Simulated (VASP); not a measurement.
A run of VASP 6.6.1 is set up as follows.

The input INCAR:

```
SYSTEM = AgBr
PREC = Accurate ; ENCUT = 500
EDIFF = 1E-6 ; ISMEAR = 0
SIGMA = 0.01 ; LREAL = .FALSE.
LASPH = .TRUE. ; NELM = 120
ALGO = Normal ; ISIF = 2
LWAVE = .FALSE. ; LCHARG = .FALSE.
GGA = PE ; NBANDS = 16
GGA_COMPAT = .FALSE.
```

Contents of KPOINTS:

```
regular mesh
0
G
  5 5 5
  0 0 0
```

The input POSCAR:

```
AgBr
1.0
    0.0000000000      2.8701500000      2.8701500000
    2.8701500000      0.0000000000      2.8701500000
    2.8701500000      2.8701500000      0.0000000000
Ag Br
1 1
Direct
    0.0000000000      0.0000000000      0.0000000000
    0.5000000000      0.5000000000      0.5000000000
```

Potentials or basis: VASP PAW PBE potentials, release 64 (Ag, Br).

The run is started by

```console
$ cat potpaw_PBE.64/Ag/POTCAR potpaw_PBE.64/Br/POTCAR > POTCAR
$ mpirun -np 1 vasp_std > vasp.out
```

(1) What does it give for the band gap on the k mesh?

(2) What does it give for the pressure?

## Answers

(1) 0.81 eV, indirect (least direct gap 2.60 eV).

(2) 2.3 GPa.
